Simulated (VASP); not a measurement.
# MgCdSe2 (R-3m) in VASP: relaxation of cell and atoms with PBE

Aim: the relaxation of cell and atoms of MgCdSe2 with PBE.

Everything below comes from runs of VASP 6.6.1. Logs are shortened: lines on timing, memory, paths and dates and some standing lists are left out, and cuts for length are marked.

## 1. The cell of the first run

It takes space group R-3m (No. 166, trigonal). Conventional cell: a = 3.980 Å, b = 3.980 Å, c = 19.476 Å, α = 90.00°, β = 90.00°, γ = 120.00°. Mg (site symmetry -3m) has 6 Se at 2.78 Å within 3.7 Å. Cd (site symmetry -3m) has 6 Se at 2.85 Å within 3.8 Å. Within 3.7 Å of Se (site symmetry 3m) lie 3 Mg at 2.78 Å and 3 Cd at 2.85 Å.

## 2. Relaxation of cell and atoms, PBE

File INCAR:

```
PREC     = Accurate       # precision mode
ENCUT    = 600            # plane-wave cutoff, eV
EDIFF    = 1E-7           # SCF threshold, eV
ISMEAR   = 0              # smearing method
SIGMA    = 0.02           # smearing width, eV
LREAL    = F              # projectors in reciprocal space
LASPH    = T              # aspherical terms in the spheres
NELM     = 100            # most SCF steps
ALGO     = Normal         # electronic algorithm
ISIF     = 3              # what is computed and relaxed
LWAVE    = F              # write WAVECAR
LCHARG   = F              # write CHGCAR
GGA      = PE             # functional
IBRION   = 2              # ionic algorithm
NSW      = 100            # ionic steps
EDIFFG   = -0.005         # ionic threshold
```

File KPOINTS:

```
Automatic mesh
0
Gamma
  12 12 12
```

File POSCAR:

```
MgCdSe2
1.0
    1.9897740167      1.1487965642      6.4920307366
   -1.9897740167      1.1487965642      6.4920307366
    0.0000000000     -2.2975931283      6.4920307366
Mg Cd Se
1 1 2
Direct
    0.5000000000      0.5000000000      0.5000000000
    0.0000000000      0.0000000000      0.0000000000
    0.2465939167      0.2465939167      0.2465939167
    0.7534060833      0.7534060833      0.7534060833
```

Potentials or basis: VASP PAW PBE potentials, release 64 (Mg, Cd, Se).

The run is started by

```console
cat potpaw_PBE.64/Mg/POTCAR potpaw_PBE.64/Cd/POTCAR potpaw_PBE.64/Se/POTCAR > POTCAR
mpirun -np 1 vasp_std > vasp.out
```

OUTCAR:

```text
PREC = Accurate
   ENCUT = 600
   EDIFF = 1E-7
   ISMEAR = 0
   LREAL = F
   LASPH = T
   NELM = 100
   ISIF = 3
   GGA = PE
   IBRION = 2
   NSW = 100
   EDIFFG = -0.005

 ion  position               nearest neighbor table
   1  0.500  0.500  0.500-   3 2.78   4 2.78   3 2.78   3 2.78   4 2.78   4 2.78
   2  0.000  0.000  0.000-   4 2.85   3 2.85   4 2.85   4 2.85   3 2.85   3 2.85
   3  0.247  0.247  0.247-   1 2.78   1 2.78   1 2.78   2 2.85   2 2.85   2 2.85
   4  0.753  0.753  0.753-   1 2.78   1 2.78   1 2.78   2 2.85   2 2.85   2 2.85

  LATTYP: Found a trigonal (rhomboedric) cell.
 ALAT       =     6.8866099983
 COS(alpha) =     0.8330345821

  Lattice vectors:

 A1 = (   1.9897740167,   1.1487965642,   6.4920307366)
 A2 = (  -1.9897740167,   1.1487965642,   6.4920307366)
 A3 = (   0.0000000000,  -2.2975931283,   6.4920307366)

Analysis of symmetry for initial positions (statically):
=====================================================================
 Subroutine PRICEL returns:
 Original cell was already a primitive cell.

 Routine SETGRP: Setting up the symmetry group for a
 trigonal (rhombohedral) supercell.

 Subroutine GETGRP returns: Found 12 space group operations
 (whereof 12 operations were pure point group operations)
 out of a pool of 12 trial point group operations.

The static configuration has the point symmetry D_3d.

Analysis of symmetry for dynamics (positions and initial velocities):
=====================================================================
 Subroutine PRICEL returns:
 Original cell was already a primitive cell.

 Routine SETGRP: Setting up the symmetry group for a
 trigonal (rhombohedral) supercell.

 Subroutine GETGRP returns: Found 12 space group operations
 (whereof 12 operations were pure point group operations)
 out of a pool of 12 trial point group operations.

The dynamic configuration has the point symmetry D_3d.

 Subroutine INISYM returns: Found 12 space group operations
 (whereof 12 operations are pure point group operations),
 and found     1 'primitive' translations

----------------------------------------------------------------------------------------

                                     Primitive cell

  volume of cell :      89.0387

  direct lattice vectors                    reciprocal lattice vectors
     1.989774017  1.148796564  6.492030737     0.251284817  0.145079357  0.051345002
    -1.989774017  1.148796564  6.492030737    -0.251284817  0.145079357  0.051345002
     0.000000000 -2.297593128  6.492030737     0.000000000 -0.290158714  0.051345002

  length of vectors
     6.886609998  6.886609998  6.886609998     0.294666572  0.294666572  0.294666572

  position of ions in fractional coordinates (direct lattice)
     0.500000000  0.500000000  0.500000000
     0.000000000  0.000000000  0.000000000
     0.246593917  0.246593917  0.246593917
     0.753406083  0.753406083  0.753406083

  ion indices of the primitive-cell ions
   primitive index   ion index
                 1           1
                 2           2
                 3           3
                 4           4

----------------------------------------------------------------------------------------

 KPOINTS: Automatic mesh

Automatic generation of k-mesh.
 Grid dimensions read from file:
 generate k-points for:   12   12   12

 Generating k-lattice:

  Cartesian coordinates                     Fractional coordinates (reciprocal lattice)
     0.020940401  0.012089946  0.004278750     0.083333333  0.000000000  0.000000000
    -0.020940401  0.012089946  0.004278750     0.000000000  0.083333333  0.000000000
     0.000000000 -0.024179893  0.004278750    -0.000000000 -0.000000000  0.083333333

  Length of vectors
     0.024555548  0.024555548  0.024555548

  Shift w.r.t. Gamma in fractional coordinates (k-lattice)
     0.000000000  0.000000000  0.000000000

 Subroutine IBZKPT returns following result:
 ===========================================

 Found    189 irreducible k-points:

 Following reciprocal coordinates:
            Coordinates               Weight
  0.000000  0.000000  0.000000      1.000000
  0.083333  0.000000  0.000000      6.000000
  0.166667 -0.000000 -0.000000      6.000000
  0.250000 -0.000000 -0.000000      6.000000
  0.333333  0.000000  0.000000      6.000000
  0.416667 -0.000000 -0.000000      6.000000
[... 16 lines left out ...]
  0.500000  0.166667  0.000000     12.000000
 -0.416667  0.166667  0.000000     12.000000
 [... further k-points ...]
   k-points           NKPTS =    189   k-points in BZ     NKDIM =    189   number of bands    NBANDS=     17
   number of dos      NEDOS =    301   number of ions     NIONS =      4
   total plane-waves  NPLWV = 175616
   dimension x,y,z NGX =    56 NGY =   56 NGZ =   56
   dimension x,y,z NGXF=   112 NGYF=  112 NGZF=  112
   ions per type =               1   1   2
   NGX,Y,Z   is equivalent  to a cutoff of  13.52, 13.52, 13.52 a.u.
   NGXF,Y,Z  is equivalent  to a cutoff of  27.04, 27.04, 27.04 a.u.
 SYSTEM =  unknown system
   PREC   = accura    normal or accurate (medium, high low for compatibility)
   ISTART =      0    job   : 0-new  1-cont  2-samecut
   ICHARG =      2    charge: 1-file 2-atom 10-const
   ISPIN  =      1    spin polarized calculation?
   LNONCOLLINEAR =      F non collinear calculations
   LSORBIT =      F    spin-orbit coupling
   LASPH  =      T    aspherical Exc in radial PAW
   ENCUT  =  600.0 eV  44.10 Ry    6.64 a.u.  13.75 13.75 13.75*2*pi/ulx,y,z
   NELM   =    100;   NELMIN=  2; NELMDL= -5     # of ELM steps
   EDIFF  = 0.1E-06   stopping-criterion for ELM
   LREAL  =      F    real-space projection
   EDIFFG = -.5E-02   stopping-criterion for IOM
   NSW    =    100    number of steps for IOM
   IBRION =      2    ionic relax: 0-MD 1-quasi-New 2-CG
   NFREE  =      1    steps in history (QN), initial steepest desc. (CG)
   ISIF   =      3    stress and relaxation
   ISYM   =      2    0-nonsym 1-usesym 2-fastsym
   POTIM  = 0.5000    time-step for ionic-motion
   TEBEG  =    0.0;   TEEND  =   0.0 temperature during run
   PSTRESS=    0.0 pullay stress
   NELECT =      26.0000    total number of electrons
   NUPDOWN=      -1.0000    fix difference up-down
   EMIN   =  10.00;   EMAX   =-10.00  energy-range for DOS
   EFERMI =   0.00;   METHOD = LEGACY
   ISMEAR =     0;   SIGMA  =   0.02  broadening in eV -4-tet -1-fermi 0-gaus
   EFERMI_NEDOS =   21; number of points for ismear=-14 and -15
   IALGO  =     38    algorithm
   IMIX   =      4    mixing-type and parameters
     AMIX     =   0.40;   BMIX     =  1.00
     AMIX_MAG =   1.60;   BMIX_MAG =  1.00
  volume/ion in A,a.u.               =      22.26       150.22
  Fermi-wavevector in a.u.,A,eV,Ry     =   1.086108  2.052447 16.049851  1.179631
  Thomas-Fermi vector in A             =   2.222237
   LORBIT       =      0    0 simple, 1 ext, 2 COOP (PROOUT), +10 PAW based schemes
   GGA     = PE    functional components
   LHFCALC =     F    Hartree Fock is set to
   AEXX    =    0.0000 exact exchange contribution
   IVDW    =     0    specifies the selected vdW correction
   LEPSILON=     F    determine dielectric tensor
   LRPA    =     F    only Hartree local field effects (RPA)
 conjugate gradient relaxation of ions
 non-spin polarized calculation
 Gauss-broadening in eV      SIGMA  =   0.02
  energy-cutoff  :      600.00
  volume of cell :       89.04
 maximum number of plane-waves:      3000
   NGX = 27   NGY = 27   NGZ = 27

--------------------------------------- Ionic step        1  -------------------------------------------

 number of electron      26.0000001 magnetization

 Free energy of the ion-electron system (eV)
  ---------------------------------------------------
  ext. energy  EPLUGINS =         0.00000000
  ---------------------------------------------------
  free energy    TOTEN  =       -12.61981662 eV

  energy without entropy =      -12.61981662  energy(sigma->0) =      -12.61981662

------------------------ aborting loop because EDIFF is reached ----------------------------------------

  FORCE on cell =-STRESS in cart. coord.  units (eV):
  Direction    XX          YY          ZZ          XY          YZ          ZX
  --------------------------------------------------------------------------------------
  -------------------------------------------------------------------------------------
  Total        0.1436049      0.1436049      0.1585951      0.0000000      0.0000000      0.0000000
  in kB        2.5840522      2.5840522      2.8537876      0.0000000      0.0000000      0.0000000
  external PRESSURE =       2.6739640 kB  Pullay stress =       0.0000000 kB

 VOLUME and BASIS-vectors are now :
 -----------------------------------------------------------------------------
  energy-cutoff  :      600.00
  volume of cell :       89.04
      direct lattice vectors                 reciprocal lattice vectors
     1.989774017  1.148796564  6.492030737     0.251284817  0.145079357  0.051345002
    -1.989774017  1.148796564  6.492030737    -0.251284817  0.145079357  0.051345002
     0.000000000 -2.297593128  6.492030737     0.000000000 -0.290158714  0.051345002
[... 115 lines left out ...]
 POSITION                                       TOTAL-FORCE (eV/Angst)
 -----------------------------------------------------------------------------------
      0.00000      0.00000      9.75501        -0.000000      0.000000      0.000000
      0.00000      0.00000      0.00000        -0.000000      0.000000     -0.000000
      0.00000      0.00000      4.80676         0.000000     -0.000000     -0.018536
      0.00000      0.00000     14.70326         0.000000      0.000000      0.018536
 -----------------------------------------------------------------------------------
    total drift:                               -0.000000     -0.000000     -0.000000

  FREE ENERGIE OF THE ION-ELECTRON SYSTEM (eV)
  ---------------------------------------------------
  free  energy   TOTEN  =       -12.6204270352 eV

  energy  without entropy=      -12.6204270352  energy(sigma->0) =      -12.62042704

--------------------------------------- Ionic step        5  -------------------------------------------

 number of electron      26.0000001 magnetization

 Free energy of the ion-electron system (eV)
  ---------------------------------------------------
  ext. energy  EPLUGINS =         0.00000000
  ---------------------------------------------------
  free energy    TOTEN  =       -12.62048050 eV

  energy without entropy =      -12.62048050  energy(sigma->0) =      -12.62048050

 E-fermi :   2.6932     XC(G=0):  -9.6975

 val. band max:        2.5523731336   @ k =  -0.1667   0.1667   0.0000
 cond. band min:       3.1214199409   @ k =   0.5000   0.5000  -0.0000
 fundamental gap:      0.5690468074
 Fermi energy:         2.6931756587

 k-point     1 :       0.0000    0.0000    0.0000
  band No.  band energies     occupation
      1     -10.2248      2.00000
      2      -9.2391      2.00000
      3      -5.3585      2.00000
      4      -5.3585      2.00000
      5      -5.3167      2.00000
      6      -5.1675      2.00000
[... 9 lines left out ...]
     16       8.2274      0.00000
     17       8.2274      0.00000
[... 441 lines left out ...]
 k-point    24 :      -0.4167    0.1667    0.0000
  band No.  band energies     occupation
      1      -9.2761      2.00000
      2      -9.1106      2.00000
      3      -5.2873      2.00000
      4      -5.2755      2.00000
      5      -5.2022      2.00000
      6      -5.0911      2.00000
[... 9 lines left out ...]
     16       7.7758      0.00000
     17       8.8096      0.00000

 [... further k-points ...]

------------------------ aborting loop because EDIFF is reached ----------------------------------------

  FORCE on cell =-STRESS in cart. coord.  units (eV):
  Direction    XX          YY          ZZ          XY          YZ          ZX
  --------------------------------------------------------------------------------------
  -------------------------------------------------------------------------------------
  Total        0.0021931      0.0021931     -0.0005774      0.0000000     -0.0000000      0.0000000
  in kB        0.0393060      0.0393060     -0.0103492      0.0000000     -0.0000000      0.0000000
  external PRESSURE =       0.0227543 kB  Pullay stress =       0.0000000 kB

 VOLUME and BASIS-vectors are now :
 -----------------------------------------------------------------------------
  energy-cutoff  :      600.00
  volume of cell :       89.39
      direct lattice vectors                 reciprocal lattice vectors
     1.992103915  1.150141732  6.502667664     0.250990923  0.144909677  0.051261013
    -1.992103915  1.150141732  6.502667664    -0.250990923  0.144909677  0.051261013
     0.000000000 -2.300283463  6.502667664     0.000000000 -0.289819354  0.051261013

 POSITION                                       TOTAL-FORCE (eV/Angst)
 -----------------------------------------------------------------------------------
      0.00000      0.00000      9.75400         0.000000      0.000000     -0.000000
      0.00000      0.00000      0.00000        -0.000000      0.000000      0.000000
      0.00000      0.00000      4.80372        -0.000000     -0.000000     -0.000277
      0.00000      0.00000     14.70429        -0.000000      0.000000      0.000277
 -----------------------------------------------------------------------------------
    total drift:                               -0.000000     -0.000000     -0.000000

  FREE ENERGIE OF THE ION-ELECTRON SYSTEM (eV)
  ---------------------------------------------------
  free  energy   TOTEN  =       -12.6204804955 eV

  energy  without entropy=      -12.6204804955  energy(sigma->0) =      -12.62048050

 reached required accuracy - stopping structural energy minimisation
```

Run time: 27 min. Hardware: 1 thread of Intel Xeon Platinum 8488C (Sapphire Rapids), shared host; peak memory 0.77 GiB.

What came out:

```yaml
Free_energy: -12.6205 eV
Relaxed_volume: 22.35 Å³/atom
Relaxed_cell: a = 6.898 Å, b = 6.898 Å, c = 6.898 Å, α = 33.57°, β = 33.57°, γ = 33.57°
Space_group_after_relaxing_to_0.1_Å: R-3m (No. 166)
Energy_gained_by_relaxing: 0.2 meV/atom
Ionic_steps: 5
Pressure_after_relaxing: 0.0 GPa
Band_gap_on_the_k_mesh: 0.57 eV (least direct gap 0.78 eV)
```

The path:
```
step  energy change (eV)  largest force (eV/Å)  pressure (GPa)  volume (Å³)
   1              0.0000                0.0543            0.27        89.04
   2             -0.0005                0.0303           -0.07        89.52
   3             -0.0005                0.0315           -0.05        89.49
   4             -0.0006                0.0185           -0.03        89.45
   5             -0.0007                0.0003            0.00        89.39
```

Final structure:
```cif
data_structure
_symmetry_space_group_name_H-M 'P 1'
_symmetry_Int_Tables_number 1
_cell_length_a 6.8975
_cell_length_b 6.8975
_cell_length_c 6.8975
_cell_angle_alpha 33.574
_cell_angle_beta 33.574
_cell_angle_gamma 33.574
_cell_volume 89.39
loop_
_atom_site_label
_atom_site_type_symbol
_atom_site_fract_x
_atom_site_fract_y
_atom_site_fract_z
_atom_site_occupancy
Mg1 Mg 0.50000 0.50000 0.50000 1
Cd1 Cd 0.00000 0.00000 0.00000 1
Se1 Se 0.24624 0.24624 0.24624 1
Se2 Se 0.75376 0.75376 0.75376 1
```

A k mesh can miss the band edges.
